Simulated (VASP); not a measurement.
Write the native input for VASP 6.6.1 that does the following.

```yaml
Task: single point
Functional: PBEsol
Potentials_or_basis: VASP PAW PBE potentials, release 64 (In_d, Sb)
Cutoff: 520 eV
k_mesh: 14 × 14 × 14
Occupations: gaussian, width 0.15 eV
Spin: no spin polarisation
Dipole_correction: no
Further_INCAR_settings: ALGO = Normal; EDIFF = 1e-06; NBANDS = 16
```

The structure of InSb lies in POSCAR:

```
InSb
1.0
    0.0000000000      2.9147584715      3.4965442624
    2.9147584715      0.0000000000      3.4965442624
    2.9147584715      2.9147584715      0.0000000000
In Sb
1 1
Direct
    0.0000000000      0.0000000000      0.0000000000
    0.5000000000      0.5000000000      0.5000000000
```

These files were run (other wordings do the same):

INCAR

```
PREC = Accurate ; ENCUT = 520
EDIFF = 1E-6 ; ISMEAR = 0
SIGMA = 0.15 ; LREAL = False
LASPH = True ; NELM = 100
ALGO = Normal ; ISIF = 2
LWAVE = False ; LCHARG = True
GGA = PS ; LELF = True
LVHAR = True ; NBANDS = 16
```

KPOINTS

```
regular mesh
0
Gamma
  14 14 14
```

Potentials or basis: VASP PAW PBE potentials, release 64 (In_d, Sb).

The run is started by

```sh
$ cat potpaw_PBE.64/In_d/POTCAR potpaw_PBE.64/Sb/POTCAR > POTCAR
$ mpirun -np 1 vasp_std > vasp.out
```

It gave:

- Pressure: -0.7 GPa
- Band gap on the k mesh: zero (bands 9 and 10 overlap by 2.52 eV)

Caveat: the stress differs along the axes, from -7 to 2 GPa; the PAW data sets were made with another functional, which shifts forces and pressure a little; spin-orbit coupling is left out, which moves the levels of the heavy elements.

Wall time 100 s on 1 thread of Intel(R) Xeon(R) Platinum 8488C (Sapphire Rapids), with other jobs on the host, peak memory 0.38 GiB.
